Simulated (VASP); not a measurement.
Ge:

```
Ge
1.0
    -1.88996   -1.93045   -0.01744
    -3.78974    3.87069   -0.07925
    -0.08080    0.03135   -5.30701
Ge
4
Direct
  0.07020 0.97283 0.01009
  0.01098 0.00373 0.51594
  0.96838 0.47351 0.98139
  0.95044 0.54992 0.49258
```

- Program: VASP 6.6.1
- Task: relaxation of cell and atoms
- Functional: PBE
- Potentials or basis: VASP PAW PBE potentials, release 64 (Ge_d)
- Cutoff: 600 eV
- k mesh: 8 × 4 × 4
- Occupations: gaussian, width 0.2 eV
- Spin: no spin polarisation

At the start: pressure 3.8 GPa; volume 19.41 Å³/atom.

Q: How do energy, volume and symmetry change on relaxing?

A: Over 37 steps the energy falls by 38.9 meV/atom and the volume is 20.25 Å³/atom (+4.3 %); space group P1 (No. 1, to 0.1 Å) before, P2_1/m (No. 11, to 0.1 Å).

Step by step:
| step | energy change (eV) | largest force (eV/Å) | pressure (GPa) | volume (Å³) |
| --- | --- | --- | --- | --- |
| 1 | 0.0000 | 1.0090 | 3.76 | 77.63 |
| 2 | -0.1034 | 0.3289 | -1.10 | 82.85 |
| 3 | -0.1033 | 0.3290 | -1.53 | 82.86 |
| 4 | -0.1298 | 0.2043 | -0.74 | 81.70 |
| 5 | -0.1409 | 0.0771 | 0.48 | 80.03 |
| 6 | -0.1416 | 0.0883 | 0.38 | 80.30 |
| 7 | -0.1416 | 0.0908 | 0.38 | 80.36 |
| 8 | -0.1437 | 0.0431 | -0.10 | 80.80 |
| 9 | -0.1439 | 0.0416 | -0.15 | 80.95 |
| 10 | -0.1437 | 0.0567 | -0.46 | 81.25 |
| 11 | -0.1440 | 0.0446 | -0.18 | 81.02 |
| 12 | -0.1453 | 0.0440 | -0.03 | 80.83 |
| 13 | -0.1458 | 0.0543 | 0.05 | 80.69 |
| 14 | -0.1462 | 0.0790 | 0.29 | 80.41 |
| 15 | -0.1462 | 0.0699 | 0.28 | 80.51 |
| 16 | -0.1468 | 0.0722 | 0.29 | 80.56 |
| 17 | -0.1479 | 0.0854 | -0.14 | 80.73 |
| 18 | -0.1490 | 0.0818 | -0.08 | 80.66 |
| 19 | -0.1500 | 0.0687 | 0.35 | 80.45 |
| 20 | -0.1501 | 0.0754 | 0.24 | 80.52 |
| 21 | -0.1509 | 0.0619 | -0.09 | 80.78 |
| 22 | -0.1510 | 0.0553 | -0.08 | 80.90 |
| 23 | -0.1509 | 0.0549 | -0.33 | 81.14 |
| 24 | -0.1510 | 0.0544 | -0.26 | 80.97 |
| 25 | -0.1517 | 0.0500 | -0.22 | 80.89 |
| 26 | -0.1521 | 0.0515 | 0.07 | 80.77 |
| 27 | -0.1528 | 0.0387 | 0.03 | 80.81 |
| 28 | -0.1529 | 0.0601 | -0.11 | 80.89 |
| 29 | -0.1530 | 0.0516 | -0.18 | 80.86 |
| 30 | -0.1533 | 0.0525 | 0.06 | 80.57 |
| 31 | -0.1533 | 0.0522 | 0.41 | 80.54 |
| 32 | -0.1533 | 0.0534 | 0.14 | 80.57 |
| 33 | -0.1538 | 0.0467 | 0.15 | 80.58 |
| 34 | -0.1546 | 0.0481 | 0.21 | 80.60 |
| 35 | -0.1550 | 0.0248 | -0.21 | 81.09 |
| 36 | -0.1550 | 0.0323 | -0.19 | 80.98 |
| 37 | -0.1555 | 0.0240 | -0.12 | 80.98 |

Final structure:
```yaml
crystal:
  lattice:
    - [-1.95325, -1.95663, -0.00011]
    - [-3.91578, 3.91961, 0.00668]
    - [-0.00155, -0.00061, -5.28675]
  atoms:
    - { symbol: Ge, position: [0.04632, 0.98109, 0.00306] }
    - { symbol: Ge, position: [0.02135, 0.01952, 0.50349] }
    - { symbol: Ge, position: [0.97433, 0.48001, 0.99673] }
    - { symbol: Ge, position: [0.95800, 0.51938, 0.49672] }
```
